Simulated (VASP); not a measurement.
# Te (P3_121) in VASP: settings compared, part 2 of 3

VASP 6.6.1.

## (4) Relaxation of cell and atoms, PBE+D3(BJ)

This run uses another cell than the first one, of 33.93 Å³/atom.

Input file INCAR:

```
SYSTEM = Te
PREC     = Accurate       ! precision mode
ENCUT    = 600            ! plane-wave cutoff, eV
EDIFF    = 1E-6           ! SCF threshold, eV
ISMEAR   = -1             ! smearing method
SIGMA    = 0.05           ! smearing width, eV
LREAL    = .False.        ! projectors in reciprocal space
LASPH    = .True.         ! aspherical terms in the spheres
NELM     = 60             ! most SCF steps
ALGO     = Normal         ! electronic algorithm
ISIF     = 3              ! what is computed and relaxed
LWAVE    = .False.        ! write WAVECAR
LCHARG   = .False.        ! write CHGCAR
GGA      = PE             ! functional
IVDW     = 12             ! dispersion correction
IBRION   = 2              ! ionic algorithm
NSW      = 60             ! ionic steps
EDIFFG   = -0.01          ! ionic threshold
```

Input file KPOINTS:

```
regular mesh
0
Gamma
  7 7 5
  0 0 0
```

Input file POSCAR:

```
Te
1.0
    4.4540000000      0.0000000000      0.0000000000
   -2.2270000000      3.8572771485      0.0000000000
    0.0000000000      0.0000000000      5.9240000000
Te
3
Direct
    0.7310000000      0.7310000000      0.0000000000
    0.0000000000      0.2690000000      0.6666666667
    0.2690000000      0.0000000000      0.3333333333
```

Potentials or basis: VASP PAW PBE potentials, release 64 (Te).

On the command line:

```console
> cat potpaw_PBE.64/Te/POTCAR > POTCAR
> mpirun -np 1 vasp_std > vasp.out
```

OUTCAR:

```text
SYSTEM = Te
   PREC = Accurate
   ENCUT = 600
   EDIFF = 1E-6
   ISMEAR = -1
   LREAL = .False.
   LASPH = .True.
   NELM = 60
   ISIF = 3
   GGA = PE
   IVDW = 12
   IBRION = 2
   NSW = 60
   EDIFFG = -0.01
 IVDW          = 12

 ion  position               nearest neighbor table
   1  0.731  0.731  0.000-   3 2.86   2 2.86   3 3.47   2 3.47   2 3.47   3 3.47
   2  0.000  0.269  0.667-   1 2.86   3 2.86   1 3.47   1 3.47   3 3.47   3 3.47
   3  0.269  0.000  0.333-   1 2.86   2 2.86   1 3.47   1 3.47   2 3.47   2 3.47

  LATTYP: Found a hexagonal cell.
 ALAT       =     4.4540000000
 C/A-ratio  =     1.3300404131

  Lattice vectors:

 A1 = (   4.4540000000,   0.0000000000,   0.0000000000)
 A2 = (  -2.2270000000,   3.8572771485,   0.0000000000)
 A3 = (   0.0000000000,   0.0000000000,   5.9240000000)

Analysis of symmetry for initial positions (statically):
=====================================================================
 Subroutine PRICEL returns:
[... 391 lines left out ...]

 E-fermi :   6.7540     XC(G=0):  -9.3440

 val. band max:        6.4835157463   @ k =   0.2857   0.2857   0.4000
 cond. band min:       6.9769412100   @ k =   0.0000   0.0000   0.4000
 fundamental gap:      0.4934254637
 Fermi energy:         6.7539639917

 k-point     1 :       0.0000    0.0000    0.0000
  band No.  band energies     occupation
      1      -7.2074      2.00000
      2      -3.8350      2.00000
      3      -3.8350      2.00000
      4       3.7439      2.00000
      5       4.0916      2.00000
      6       4.0916      2.00000
      7       4.9078      2.00000
      8       4.9078      2.00000
      9       5.5370      2.00000
     10       7.6718      0.00000
     11       7.6718      0.00000
     12       8.3703      0.00000
     13      11.5458      0.00000
[... 354 lines left out ...]
  band No.  band energies     occupation
      1      -6.1015      2.00000
      2      -5.4003      2.00000
      3      -2.8165      2.00000
      4       2.0426      2.00000
      5       3.1773      2.00000
      6       3.3510      2.00000
      7       4.1371      2.00000
      8       4.2429      2.00000
      9       4.7429      2.00000
     10       8.3597      0.00000
     11       8.9441      0.00000
     12       9.3308      0.00000
     13      11.2138      0.00000

 [... further k-points ...]

------------------------ aborting loop because EDIFF is reached ----------------------------------------

 Edisp (eV)   -1.36939

 E8    (eV) :    -0.6290
[... 26 lines left out ...]
  FREE ENERGIE OF THE ION-ELECTRON SYSTEM (eV)
  ---------------------------------------------------
  free  energy   TOTEN  =       -10.7434902160 eV

  energy  without entropy=      -10.7431793213  energy(sigma->0) =      -10.74333477

 reached required accuracy - stopping structural energy minimisation
```

CONTCAR:

```text
Te
   1.00000000000000
     4.3175714259513338   -0.0000000000000001   -0.0000000000000000
    -2.1587857129756669    3.7391265375676892    0.0000000000000000
     0.0000000000000000    0.0000000000000000    5.9672090100080277
  Te
     3
Direct
     0.7153944658852299    0.7153944658852298    0.0000000000000000
     0.0000000000000000    0.2846055341147702    0.6666666667000030
     0.2846055341147699    1.0000000000000000    0.3333333332999970

  0.00000000E+00  0.00000000E+00  0.00000000E+00
  0.00000000E+00  0.00000000E+00  0.00000000E+00
  0.00000000E+00  0.00000000E+00  0.00000000E+00
```

It took 7.5 min on 1 thread of Intel Xeon 8259CL, shared host; peak memory 0.28 GiB.

What came out:

```
Free energy                           : -10.7435 eV
Relaxed volume                        : 32.11 Å³/atom
Relaxed cell                          : a = 4.318 Å, b = 4.318 Å, c = 5.967 Å, α = 90.00°, β = 90.00°, γ = 120.00°
Space group after relaxing (to 0.1 Å) : P3_121 (No. 152)
Energy gained by relaxing             : 11.8 meV/atom
Ionic steps                           : 11
Pressure after relaxing               : 0.0 GPa
Largest force after relaxing          : 0.009 eV/Å
Band gap on the k mesh                : 0.49 eV (least direct gap 0.62 eV)
Dispersion energy per atom            : -0.456 eV
```

Forces on the atoms (eV/Å):
```
Te  -0.004 -0.008  0.000
Te  -0.004  0.008  0.000
Te   0.009  0.000  0.000
```

The path:
| step | energy change (eV) | largest force (eV/Å) | pressure (GPa) | volume (Å³) |
| --- | --- | --- | --- | --- |
| 1 | 0.0000 | 0.1637 | -0.72 | 101.78 |
| 2 | -0.0103 | 0.2273 | 0.11 | 99.53 |
| 3 | -0.0116 | 0.2591 | 0.58 | 98.39 |
| 4 | -0.0182 | 0.2195 | 0.52 | 97.97 |
| 5 | -0.0312 | 0.1143 | 0.38 | 96.71 |
| 6 | -0.0279 | 0.0450 | 0.43 | 94.15 |
| 7 | -0.0344 | 0.0413 | 0.36 | 95.62 |
| 8 | -0.0351 | 0.0108 | -0.11 | 96.52 |
| 9 | -0.0351 | 0.0172 | -0.01 | 96.33 |
| 10 | -0.0352 | 0.0151 | -0.01 | 96.33 |
| 11 | -0.0354 | 0.0089 | 0.01 | 96.33 |

Final structure:
```xyz
3
Lattice="4.3176 0.0000 0.0000 -2.1588 3.7391 0.0000 0.0000 0.0000 5.9672" Properties=species:S:1:pos:R:3 pbc="T T T"
Te    1.5444    2.6749    0.0000
Te   -0.6144    1.0642    3.9781
Te   -0.9300    3.7391    1.9891
```

Levels at points of the mesh, in eV from the valence-band top:
```tsv
k point	band 5	band 6	band 7	band 8	band 9	band 10	band 11	band 12	band 13
(0.00, 0.00, 0.00)	-2.39	-2.39	-1.58	-1.58	-0.95	1.19	1.19	1.89	5.06
```

Caveat: semilocal functionals underestimate gaps, and a narrow one can read as zero; spin-orbit coupling is left out, which moves the levels of the heavy elements.

## (5) Relaxation of cell and atoms, PBE+D4

This run uses another cell than the first one, of 33.93 Å³/atom.

Input file INCAR:

```
SYSTEM = Te
  ALGO = Normal
  EDIFF = 1E-6
  EDIFFG = -0.01
  ENCUT = 600
  GGA = PE
  IBRION = 2
  ISIF = 3
  ISMEAR = -1
  IVDW = 13
  LASPH = .True.
  LCHARG = .False.
  LREAL = .False.
  LWAVE = .False.
  NELM = 80
  NSW = 60
  PREC = Accurate
  SIGMA = 0.05
```

Input file KPOINTS:

```
k-points
0
Gamma
  7 7 5
  0 0 0
```

POSCAR is that of step 4.

Potentials or basis: VASP PAW PBE potentials, release 64 (Te).

On the command line:

```console
> cat potpaw_PBE.64/Te/POTCAR > POTCAR
> mpirun -np 1 vasp_std > vasp.out
```

OUTCAR:

```text
SYSTEM = Te
   EDIFF = 1E-6
   EDIFFG = -0.01
   ENCUT = 600
   GGA = PE
   IBRION = 2
   ISIF = 3
   ISMEAR = -1
   IVDW = 13
   LASPH = .True.
   LREAL = .False.
   NELM = 80
   NSW = 60
   PREC = Accurate

 ion  position               nearest neighbor table
   1  0.731  0.731  0.000-   3 2.86   2 2.86   3 3.47   2 3.47   2 3.47   3 3.47
   2  0.000  0.269  0.667-   1 2.86   3 2.86   1 3.47   1 3.47   3 3.47   3 3.47
   3  0.269  0.000  0.333-   1 2.86   2 2.86   1 3.47   1 3.47   2 3.47   2 3.47

  LATTYP: Found a hexagonal cell.
 ALAT       =     4.4540000000
 C/A-ratio  =     1.3300404131

  Lattice vectors:

 A1 = (   4.4540000000,   0.0000000000,   0.0000000000)
 A2 = (  -2.2270000000,   3.8572771485,   0.0000000000)
 A3 = (   0.0000000000,   0.0000000000,   5.9240000000)

Analysis of symmetry for initial positions (statically):
=====================================================================
 Subroutine PRICEL returns:
 Original cell was already a primitive cell.

 Routine SETGRP: Setting up the symmetry group for a
 hexagonal supercell.

[... 387 lines left out ...]
 E-fermi :   6.7704     XC(G=0):  -9.3500

 val. band max:        6.5013510390   @ k =   0.2857   0.2857   0.4000
 cond. band min:       6.9915471515   @ k =   0.0000   0.0000   0.4000
 fundamental gap:      0.4901961125
 Fermi energy:         6.7703750110

 k-point     1 :       0.0000    0.0000    0.0000
  band No.  band energies     occupation
      1      -7.1988      2.00000
      2      -3.8216      2.00000
      3      -3.8216      2.00000
      4       3.7602      2.00000
      5       4.1099      2.00000
      6       4.1099      2.00000
      7       4.9220      2.00000
      8       4.9220      2.00000
      9       5.5483      2.00000
     10       7.6905      0.00000
     11       7.6905      0.00000
     12       8.3890      0.00000
     13      11.5612      0.00000
[... 354 lines left out ...]
  band No.  band energies     occupation
      1      -6.0905      2.00000
      2      -5.3882      2.00000
      3      -2.8017      2.00000
      4       2.0552      2.00000
      5       3.1915      2.00000
      6       3.3660      2.00000
      7       4.1484      2.00000
      8       4.2552      2.00000
      9       4.7540      2.00000
     10       8.3806      0.00000
     11       8.9647      0.00000
     12       9.3517      0.00000
     13      11.2264      0.00000

 [... further k-points ...]

------------------------ aborting loop because EDIFF is reached ----------------------------------------

  DFT-D4 for vdW energy calculation

  Edisp (eV):   -1.50400
[... 26 lines left out ...]
  FREE ENERGIE OF THE ION-ELECTRON SYSTEM (eV)
  ---------------------------------------------------
  free  energy   TOTEN  =       -10.8762287833 eV

  energy  without entropy=      -10.8759108709  energy(sigma->0) =      -10.87606983

 reached required accuracy - stopping structural energy minimisation
```

It took 9.1 min on 1 thread of Intel Xeon 8259CL, shared host; peak memory 0.28 GiB.

What came out:

```yaml
Free_energy: -10.8762 eV
Relaxed_volume: 32.07 Å³/atom
Relaxed_cell: a = 4.315 Å, b = 4.315 Å, c = 5.965 Å, α = 90.00°, β = 90.00°, γ = 120.00°
Space_group_after_relaxing_to_0.1_Å: P3_121 (No. 152)
Energy_gained_by_relaxing: 12.8 meV/atom
Ionic_steps: 14
Pressure_after_relaxing: 0.0 GPa
Largest_force_after_relaxing: 0.009 eV/Å
Band_gap_on_the_k_mesh: 0.49 eV (least direct gap 0.62 eV)
Dispersion_energy_per_atom: -0.501 eV
```

Forces in eV/Å, atoms in the order of the input:
```
Te  -0.004 -0.008  0.000
Te  -0.004  0.008  0.000
Te   0.009  0.000  0.000
```

The path:
| step | energy change (eV) | largest force (eV/Å) | pressure (GPa) | volume (Å³) |
| --- | --- | --- | --- | --- |
| 1 | 0.0000 | 0.1650 | -0.81 | 101.78 |
| 2 | -0.0115 | 0.2423 | 0.17 | 99.26 |
| 3 | -0.0123 | 0.2692 | 0.55 | 98.37 |
| 4 | -0.0204 | 0.2234 | 0.49 | 97.85 |
| 5 | -0.0351 | 0.1036 | 0.39 | 96.28 |
| 6 | -0.0230 | 0.0693 | 0.64 | 93.11 |
| 7 | -0.0372 | 0.0499 | 0.42 | 95.37 |
| 8 | -0.0379 | 0.0081 | -0.20 | 96.51 |
| 9 | -0.0381 | 0.0215 | -0.01 | 96.14 |
| 10 | -0.0381 | 0.0208 | 0.00 | 96.16 |
| 11 | -0.0381 | 0.0144 | -0.11 | 96.33 |
| 12 | -0.0381 | 0.0199 | -0.03 | 96.19 |
| 13 | -0.0383 | 0.0171 | -0.03 | 96.19 |
| 14 | -0.0384 | 0.0087 | -0.01 | 96.21 |

Final structure:
```
Te
1.0
     4.31540    0.00000    0.00000
    -2.15770    3.73725    0.00000
     0.00000    0.00000    5.96544
Te
3
Direct
  0.71517 0.71517 0.00000
  0.00000 0.28483 0.66667
  0.28483 0.00000 0.33333
```

Levels at points of the mesh, in eV from the valence-band top:
```
           k point  band 5  band 6  band 7  band 8  band 9  band 10  band 11  band 12  band 13
(0.00, 0.00, 0.00)   -2.39   -2.39   -1.58   -1.58   -0.95     1.19     1.19     1.89     5.06
```

Caveat: semilocal functionals underestimate gaps, and a narrow one can read as zero; spin-orbit coupling is left out, which moves the levels of the heavy elements. A k mesh can miss the band edges.

(Part 2 of 3 ends here.)
